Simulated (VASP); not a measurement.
The system is TiO2.

```xyz
6
Lattice="-1.8913 1.8913 4.8075 1.8913 -1.8913 4.8075 1.8913 1.8913 -4.8075" Properties=species:S:1:pos:R:3 pbc="T T T"
Ti    0.0000    0.0000    0.0000
Ti    0.0000    1.8913    2.4038
O     0.0000    1.8913    4.3955
O     0.0000    0.0000    1.9918
O     0.0000    1.8913    0.4120
O     0.0000    0.0000    7.6232
```

* Program: VASP 6.6.1
* Task: relaxation of cell and atoms
* Functional: PBE
* Potentials or basis: VASP PAW PBE potentials, release 64 (Ti_sv, O)
* Cutoff: 600 eV
* k mesh: 10 × 10 × 10
* Occupations: gaussian, width 0.01 eV
* Spin: no spin polarisation

At the start: pressure 3.9 GPa; volume 11.46 Å³/atom.

**Question.** Where does the relaxation end?

**Answer.** Over 16 steps the energy falls by 2.6 meV/atom and the volume is 11.69 Å³/atom (+2.0 %); space group I4_1/amd (No. 141, to 0.1 Å) before and after.

Step by step:
| step | energy change (eV) | largest force (eV/Å) | pressure (GPa) | volume (Å³) |
| --- | --- | --- | --- | --- |
| 1 | 0.0000 | 0.0665 | 3.93 | 68.78 |
| 2 | 0.0087 | 0.1949 | -4.44 | 71.62 |
| 3 | -0.0149 | 0.0533 | 0.03 | 70.02 |
| 4 | -0.0149 | 0.0509 | 0.09 | 69.99 |
| 5 | -0.0152 | 0.0142 | 0.09 | 70.04 |
| 6 | -0.0152 | 0.0051 | 0.08 | 70.05 |
| 7 | -0.0153 | 0.0072 | -0.02 | 70.12 |
| 8 | -0.0152 | 0.0157 | -0.53 | 70.32 |
| 9 | -0.0153 | 0.0115 | -0.31 | 70.21 |
| 10 | -0.0153 | 0.0107 | -0.27 | 70.19 |
| 11 | -0.0154 | 0.0095 | -0.24 | 70.19 |
| 12 | -0.0155 | 0.0069 | -0.17 | 70.18 |
| 13 | -0.0155 | 0.0015 | -0.06 | 70.18 |
| 14 | -0.0155 | 0.0031 | -0.08 | 70.18 |
| 15 | -0.0155 | 0.0023 | -0.08 | 70.18 |
| 16 | -0.0155 | 0.0008 | -0.03 | 70.16 |

Final structure:
```cif
data_structure
_symmetry_space_group_name_H-M 'P 1'
_symmetry_Int_Tables_number 1
_cell_length_a 5.5487
_cell_length_b 5.5487
_cell_length_c 5.5487
_cell_angle_alpha 139.931
_cell_angle_beta 139.931
_cell_angle_gamma 57.959
_cell_volume 70.16
loop_
_atom_site_label
_atom_site_type_symbol
_atom_site_fract_x
_atom_site_fract_y
_atom_site_fract_z
_atom_site_occupancy
Ti1 Ti 0.00000 0.00000 0.00000 1
Ti2 Ti 0.75000 0.25000 0.50000 1
O1 O 0.95650 0.45650 0.50000 1
O2 O 0.20650 0.20650 0.00000 1
O3 O 0.54350 0.04350 0.50000 1
O4 O 0.79350 0.79350 0.00000 1
```
